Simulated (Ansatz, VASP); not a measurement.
## One calculation of Cs2AgBiBr6, two programs

```
Bi Cs Ag Br
1.0
     0.00000    5.61610    5.61610
     5.61610    0.00000    5.61610
     5.61610    5.61610    0.00000
Bi Cs Ag Br
1 2 1 6
Direct
  0.00000 0.00000 0.00000
  0.75000 0.75000 0.75000
  0.25000 0.25000 0.25000
  0.50000 0.50000 0.50000
  0.74945 0.74945 0.25055
  0.25055 0.25055 0.74945
  0.74945 0.25055 0.25055
  0.74945 0.25055 0.74945
  0.25055 0.74945 0.74945
  0.25055 0.74945 0.25055
```

Alike in both runs: functional LDA; k mesh 4 × 4 × 4; occupations fermi-dirac, width 0.05 eV; no spin polarisation.

|  | VASP | Ansatz |
| --- | --- | --- |
| version | VASP 6.6.1 | Ansatz 0.2.0 |
| potentials or method | VASP PAW LDA potentials, release 64 (Bi_d, Cs_sv, Ag, Br) | Ansatz PAW |
| plane-wave cutoff (eV) | 520 | 420 |
| valence electrons in the cell | 86 | 94 |
| task | single point | band structure |

VASP gave:

| Quantity | Value |
| --- | --- |
| gap on the k mesh at the Fermi level (eV) | 1.11 |
| least direct gap on the mesh (eV) | 2.34 |
| pressure (GPa) | -1.4 |
| rms of the force components (eV/Å) | 0.152 |

Question: Estimate Ansatz's values.

Answer: gap on the k mesh at the Fermi level (eV): 1.10; least direct gap on the mesh (eV): 2.33; pressure (GPa): -1.5; rms of the force components (eV/Å): 0.147.

LDA's correlation is that of Perdew and Zunger in VASP and of Perdew and Wang (1992) in Ansatz. Atom by atom the forces differ by 0.005 eV/Å (rms over components). VASP's potentials hold 86 valence electrons a cell and Ansatz's 94, so a difference there can come from the potentials and not from the codes.

Neither program's run includes spin-orbit coupling.
